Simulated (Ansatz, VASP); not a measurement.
## One calculation of Ru, two programs

```xyz
2
Lattice="2.7058 0.0000 0.0000 -1.3529 2.3433 0.0000 0.0000 0.0000 4.3675" Properties=species:S:1:pos:R:3 pbc="T T T"
Ru    0.0000    1.5622    1.0919
Ru    1.3529    0.7811    3.2757
```

Change from the starting cell: z stretched by +2 %, ions relaxed.

Alike in both runs: functional PBE; k mesh 20 × 20 × 11; occupations fermi-dirac, width 0.05 eV; no spin polarisation.

Ansatz relaxed the structure, and its values are those at the end. VASP's run is a single point on that final structure, the one shown.

|  | VASP | Ansatz |
| --- | --- | --- |
| version | VASP 6.6.1 | Ansatz 0.2.0 |
| potentials or method | VASP PAW PBE potentials, release 64 (Ru_pv) | plane-wave PAW, scalar-relativistic |
| plane-wave cutoff (eV) | 520 | 420 |
| valence electrons in the cell | 28 | 32 |

|  | VASP | Ansatz | Ansatz less VASP |
| --- | --- | --- | --- |
| pressure (GPa) | -2.0 | -1.9 | +0.11 |

The functional is the same, so the differences come from potentials, cutoffs and numerics. VASP's potentials hold 28 valence electrons a cell and Ansatz's 32, so a difference there can come from the potentials and not from the codes. Ansatz's warnings: stress scf threshold loose.
